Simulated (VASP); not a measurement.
Al2H, 3 atoms in the cell. It takes space group P6/mmm (No. 191, hexagonal). Conventional cell: a = 4.547 Å, b = 4.547 Å, c = 2.646 Å, α = 90.00°, β = 90.00°, γ = 120.00°. Within 3.5 Å of Al (site symmetry -6m2) lie 5 Al at 2.63 to 2.65 Å and 6 H at 2.94 Å. Within 3.5 Å of H (site symmetry 6/mmm) lie 2 H at 2.65 Å and 12 Al at 2.94 Å. 

* Program: VASP 6.6.1
* Task: relaxation of cell and atoms
* Functional: PBE
* Potentials or basis: VASP PAW PBE potentials, release 64 (Al, H)
* Cutoff: 600 eV
* k mesh: 12 × 12 × 18
* Occupations: gaussian, width 0.1 eV
* Spin: no spin polarisation
* Dipole correction: no
* Further INCAR settings: ALGO = Normal; EDIFF = 1e-07; IBRION = 2; EDIFFG = -0.01; NSW = 100; ISIF = 3

Potentials or basis: VASP PAW PBE potentials, release 64 (Al, H).

Command:

```console
$ cat potpaw_PBE.64/Al/POTCAR potpaw_PBE.64/H/POTCAR > POTCAR
$ mpirun -np 1 vasp_std > vasp.out
```

Hardware: 1 thread of Intel(R) Xeon(R) 6975P-C (Granite Rapids), on a shared host.

Q: Estimate the wall time of this run.

A: Wall time 50 s on 1 thread of Intel(R) Xeon(R) 6975P-C (Granite Rapids) (shared host), peak memory 0.23 GiB. Counts: scf iterations 28, k points 190, ion steps 4.
